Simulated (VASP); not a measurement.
P:

```
CELL_PARAMETERS angstrom
2.42469 0.00000 0.00000
0.00000 2.43854 0.00000
-0.02031 0.00000 4.85243
ATOMIC_POSITIONS crystal
P 0.00000 0.00000 0.74943
P 0.00000 0.00000 0.25057
```

- Program: VASP 6.6.1
- Task: relaxation of cell and atoms
- Functional: RPBE
- Dispersion: D3(BJ)
- Potentials or basis: VASP PAW PBE potentials, release 64 (P)
- Cutoff: 600 eV
- k mesh: 11 × 11 × 6
- Occupations: gaussian, width 0.05 eV
- Spin: no spin polarisation

At the start: pressure -21.8 GPa; volume 14.35 Å³/atom.

Problem. How do energy, volume and symmetry change on relaxing?

Solution. Over 9 steps the energy falls by 187.7 meV/atom and the volume is 12.01 Å³/atom (-16.3 %); space group Pm-3m (No. 221, to 0.05 Å).

Step by step:
| step | energy change (eV) | largest force (eV/Å) | pressure (GPa) | volume (Å³) |
| --- | --- | --- | --- | --- |
| 1 | 0.0000 | 0.0129 | -21.81 | 28.69 |
| 2 | -0.1676 | 0.0879 | 26.88 | 21.32 |
| 3 | -0.3713 | 0.0319 | 0.32 | 24.07 |
| 4 | -0.3713 | 0.0304 | -0.34 | 24.15 |
| 5 | -0.3749 | 0.0416 | -0.54 | 24.13 |
| 6 | -0.3749 | 0.0380 | -0.55 | 24.12 |
| 7 | -0.3752 | 0.0145 | 0.32 | 23.98 |
| 8 | -0.3754 | 0.0058 | -0.06 | 24.04 |
| 9 | -0.3755 | 0.0017 | 0.08 | 24.02 |

Final structure:
```
P
1.0
     2.28062    0.00000    0.00459
     0.00000    2.28048    0.00000
    -0.00984    0.00000    4.61829
P
2
Direct
  0.00001 0.00000 0.75001
  0.99999 0.00000 0.24999
```

Caveat: the volume moved by over 15 % at a fixed basis, so the end points are rough; the PAW data sets were made with another functional, which shifts forces and pressure a little; pairwise dispersion overbinds metals, which lowers pressure and volume.
